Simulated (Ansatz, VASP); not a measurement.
# GaP: VASP beside Ansatz

Contents of INCAR:

```
ALGO = Normal
EDIFF = 1E-6
ENCUT = 520
GGA = CA
ISIF = 2
ISMEAR = 0
LASPH = T
LCHARG = T
LELF = T
LREAL = F
LVHAR = T
LWAVE = F
NBANDS = 26
NELM = 60
PREC = Accurate
SIGMA = 0.05
```

The input KPOINTS:

```
k-points
0
Gamma
  9 9 9
```

POSCAR

```
GaP
1.0
    1.8083303256      1.0440400003      6.3807538317
   -1.8083303256      1.0440400003      6.3807538317
    0.0000000000     -2.0880800006      6.3807538317
Ga P
2 2
Direct
    0.4359784395      0.4359784395      0.4359784395
    0.5640215605      0.5640215605      0.5640215605
    0.0580350955      0.0580350955      0.0580350955
    0.9419649045      0.9419649045      0.9419649045
```

Input for Ansatz:

```yaml
crystal:
  lattice:
    - [1.8083303256, 1.0440400003, 6.3807538317]
    - [-1.8083303256, 1.0440400003, 6.3807538317]
    - [0.0, -2.0880800006, 6.3807538317]
  atoms:
    - { symbol: Ga, position: [0.4359784395, 0.4359784395, 0.4359784395] }
    - { symbol: Ga, position: [0.5640215605, 0.5640215605, 0.5640215605] }
    - { symbol: P, position: [0.0580350955, 0.0580350955, 0.0580350955] }
    - { symbol: P, position: [0.9419649045, 0.9419649045, 0.9419649045] }
basis:
  ecutwfc: 420
kpoints:
  mp_grid: { grid: [9, 9, 9] }
hamiltonian:
  xc: lda
  pseudopotentials: { kind: paw, azcp: { folder: soft_1 } }
scf:
  occupations: { method: gaussian, width: 0.05 }
output:
  forces: true
  stress: true
  eigenvalues: true
```

Alike in both runs: task single point; functional LDA; k mesh 9 × 9 × 9; occupations gaussian, width 0.05 eV; no spin polarisation.

|  | VASP | Ansatz |
| --- | --- | --- |
| version | VASP 6.6.1 | Ansatz 0.2.0 |
| potentials or method | VASP PAW LDA potentials, release 64 (Ga_d, P), cutoff 520 eV | scalar-relativistic, plane waves, PAW |
| valence electrons in the cell | 36 | 36 |

```csv
,VASP,Ansatz,Ansatz less VASP
gap on the k mesh at the Fermi level (eV),0.38,0.38,-0.005
least direct gap on the mesh (eV),1.17,1.15,-0.017
pressure (GPa),8.8,8.6,-0.12
"traceless stress, the component that is largest in VASP (GPa)",-9.73,-9.66,+0.068
rms of the force components (eV/Å),0.418,0.407,-0.0115
```

Ansatz warns that its potentials were made for another functional, while VASP's fit it. LDA's correlation is that of Perdew and Zunger in VASP and of Perdew and Wang (1992) in Ansatz. Atom by atom the forces differ by 0.016 eV/Å (rms over components).
